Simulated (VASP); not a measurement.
Write the native input for VASP 6.6.1 that does the following.

| Property | Result |
| --- | --- |
| Task | relaxation of cell and atoms |
| Functional | LDA |
| Potentials or basis | VASP PAW LDA potentials, release 64 (Na_pv, B) |
| Cutoff | 600 eV |
| k mesh | 4 × 4 × 4 |
| Occupations | methfessel-paxton, width 0.02 eV |
| Spin | no spin polarisation |
| Target pressure | 10 GPa |
| Dipole correction | no |
| Further INCAR settings | ALGO = Normal; EDIFF = 1e-06; IBRION = 2; EDIFFG = -0.001; NSW = 80; ISIF = 3 |

The structure of NaB lies in POSCAR:

```
NaB
1.0
    0.0000000000      2.6838690000      2.6838690000
    2.6838690000      0.0000000000      2.6838690000
    2.6838690000      2.6838690000      0.0000000000
Na B
1 1
Direct
    0.0000000000      0.0000000000      0.0000000000
    0.5000000000      0.5000000000      0.5000000000
```

One way to write it, as run:

INCAR

```
PREC = Accurate
ENCUT = 600
EDIFF = 1E-6
ISMEAR = 1
SIGMA = 0.02
LREAL = False
LASPH = True
NELM = 100
ALGO = Normal
ISIF = 3
LWAVE = False
LCHARG = False
IBRION = 2
NSW = 80
EDIFFG = -0.001
PSTRESS = 100.0
```

KPOINTS

```
regular mesh
0
Gamma
  4 4 4
```

Potentials or basis: VASP PAW LDA potentials, release 64 (Na_pv, B).

Run with:

```sh
$ cat potpaw_LDA.64/Na_pv/POTCAR potpaw_LDA.64/B/POTCAR > POTCAR
$ mpirun -np 1 vasp_std > vasp.out
```

Results of the run:

| Item | Value |
| --- | --- |
| Relaxed volume | 14.47 Å³/atom |
| Relaxed cell | a = 3.446 Å, b = 3.446 Å, c = 3.446 Å, α = 60.00°, β = 60.00°, γ = 60.00° |
| Space group after relaxing (to 0.05 Å) | Fm-3m (No. 225) |
| Energy change on relaxing (the enthalpy is what falls) | +73.8 meV/atom |
| Ionic steps | 22 |
| Pressure after relaxing | 10.0 GPa |
| Band gap on the k mesh | zero (band 5 reaches 5.15 eV, above the bottom of band 6 at 1.25 eV) |

Caveat: the k points lie up to 0.56 Å⁻¹ apart in the final cell; the cell is relaxed towards a set pressure, so the enthalpy falls and the energy may rise; the volume moved by over 15 % at a fixed basis, so the end points are rough.

It took 28 s on 1 thread of Intel Xeon 6975P-C, with other jobs on the host, peak memory 0.14 GiB.
